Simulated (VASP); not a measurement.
Here is a VASP 6.6.1 calculation.

The input INCAR:

```
PREC     = Accurate       # precision mode
ENCUT    = 520            # plane-wave cutoff, eV
EDIFF    = 1E-7           # SCF threshold, eV
ISMEAR   = 0              # smearing method
SIGMA    = 0.1            # smearing width, eV
LREAL    = F              # projectors in reciprocal space
LASPH    = T              # aspherical terms in the spheres
NELM     = 150            # most SCF steps
ALGO     = Normal         # electronic algorithm
ISIF     = 2              # what is computed and relaxed
LWAVE    = F              # write WAVECAR
LCHARG   = F              # write CHGCAR
ISPIN    = 2              # spin polarisation
MAGMOM   = 2.61 0 0       # initial moments
LORBIT   = 11             # projections on sites
LMAXMIX  = 4              # l up to which the mixer works
GGA      = PS             # functional
NBANDS   = 19             # bands
```

Contents of KPOINTS:

```
regular mesh
0
Gamma
  12 12 18
```

File POSCAR:

```
FeSi2
1.0
    4.2164428900      0.0000000000      0.0000000000
   -2.1082214450      3.6515466564      0.0000000000
    0.0000000000      0.0000000000      2.4554437218
Fe Si
1 2
Direct
    0.0000000000      0.0000000000      0.0000000000
    0.3333333333      0.6666666667      0.5000000000
    0.6666666667      0.3333333333      0.5000000000
```

Potentials or basis: VASP PAW PBE potentials, release 64 (Fe, Si).

The run is started by

```sh
$ cat potpaw_PBE.64/Fe/POTCAR potpaw_PBE.64/Si/POTCAR > POTCAR
$ mpirun -np 1 vasp_std > vasp.out
```

Question: What does it give for the pressure?

Answer: 0.2 GPa.

Question: Predict the net moment.

Answer: 2.34 μB per cell.

Question: Predict the site moments.

Answer: Fe +2.23; Si +0.04 μB.

Stress tensor (GPa, compression positive):
```
0.17 0.00 0.00
0.00 0.17 0.00
0.00 0.00 0.28
```

Caveat: the PAW data sets were made with another functional, which shifts forces and pressure a little.
